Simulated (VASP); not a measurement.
Si, 6 atoms in the cell. The cell holds a slab with vacuum, 6 atoms: a = 3.868 Å, b = 5.470 Å, c = 19.224 Å, α = 90.00°, β = 90.00°, γ = 90.00°. 

```yaml
Program: VASP 6.6.1
Task: single point
Functional: PBE
Potentials_or_basis: VASP PAW PBE potentials, release 64 (Si)
Cutoff: 520 eV
k_mesh: 7 × 5 × 1
Occupations: gaussian, width 0.05 eV
Spin: no spin polarisation
Dipole_correction: yes
Further_INCAR_settings: ALGO = Normal; EDIFF = 1e-06; NBANDS = 21
```

Potentials or basis: VASP PAW PBE potentials, release 64 (Si).

Run with:

```console
$ cat potpaw_PBE.64/Si/POTCAR > POTCAR
$ mpirun -np 1 vasp_std > vasp.out
```

Hardware: 1 thread of Intel(R) Xeon(R) Platinum 8488C (Sapphire Rapids), on a shared host.

Problem. How long does it take, and how much memory?

Solution. It took 2.9 min on 1 thread of Intel(R) Xeon(R) Platinum 8488C (Sapphire Rapids), with other jobs on the host, peak memory 0.44 GiB. Counts: scf iterations 24, k points 12.
